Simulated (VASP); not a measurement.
Ti, 1 atom in the cell. The structure is cubic, space group Fm-3m (No. 225). Conventional cell: a = 4.238 Å, b = 4.238 Å, c = 4.238 Å, α = 90.00°, β = 90.00°, γ = 90.00°. Within 3.9 Å of Ti (site symmetry m-3m) lie 12 Ti at 3.00 Å. 

```yaml
Program: VASP 6.6.1
Task: single point
Functional: PBE
Potentials_or_basis: VASP PAW PBE potentials, release 64 (Ti_sv)
Cutoff: 520 eV
k_mesh: 12 × 12 × 12
Occupations: fermi-dirac, width 0.1 eV
Spin: no spin polarisation
Dipole_correction: no
Further_INCAR_settings: ALGO = Normal; EDIFF = 1e-07; NBANDS = 12
```

Potentials or basis: VASP PAW PBE potentials, release 64 (Ti_sv).

Run with:

```console
$ cat potpaw_PBE.64/Ti_sv/POTCAR > POTCAR
$ mpirun -np 1 vasp_std > vasp.out
```

Hardware: 1 thread of Intel Xeon 8259CL, with other jobs on the host.

**Question.** How long does it take, and how much memory?

**Answer.** Run time: 18 s on 1 thread of Intel Xeon 8259CL, with other jobs on the host, peak memory 0.14 GiB. Counts: scf iterations 14, k points 72.
